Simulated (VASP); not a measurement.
InAs, 2 atoms in the cell. It takes space group F-43m (No. 216, cubic). The conventional cell has a = 6.107 Å, b = 6.107 Å, c = 6.107 Å, α = 90.00°, β = 90.00°, γ = 90.00°. Within 3.5 Å of In (site symmetry -43m) lie 4 As at 2.64 Å. As (site symmetry -43m) has 4 In at 2.64 Å within 3.5 Å. 

| Item | Value |
| --- | --- |
| Program | VASP 6.6.1 |
| Task | single point |
| Functional | PBE |
| Dispersion | D3(BJ) |
| Potentials or basis | VASP PAW PBE potentials, release 64 (In_d, As) |
| Cutoff | 520 eV |
| k mesh | 6 × 6 × 6 |
| Occupations | gaussian, width 0.1 eV |
| Spin | no spin polarisation |
| Dipole correction | no |
| Further INCAR settings | ALGO = Normal; EDIFF = 1e-06; NBANDS = 16 |

Potentials or basis: VASP PAW PBE potentials, release 64 (In_d, As).

Launch:

```sh
$ cat potpaw_PBE.64/In_d/POTCAR potpaw_PBE.64/As/POTCAR > POTCAR
$ mpirun -np 1 vasp_std > vasp.out
```

Hardware: 1 thread of Intel(R) Xeon(R) Platinum 8488C (Sapphire Rapids) (shared host).

Question: How long does it take, and how much memory?

Answer: Wall time 11 s on 1 thread of Intel(R) Xeon(R) Platinum 8488C (Sapphire Rapids) (shared host), peak memory 0.18 GiB. Counts: scf iterations 13, k points 16.
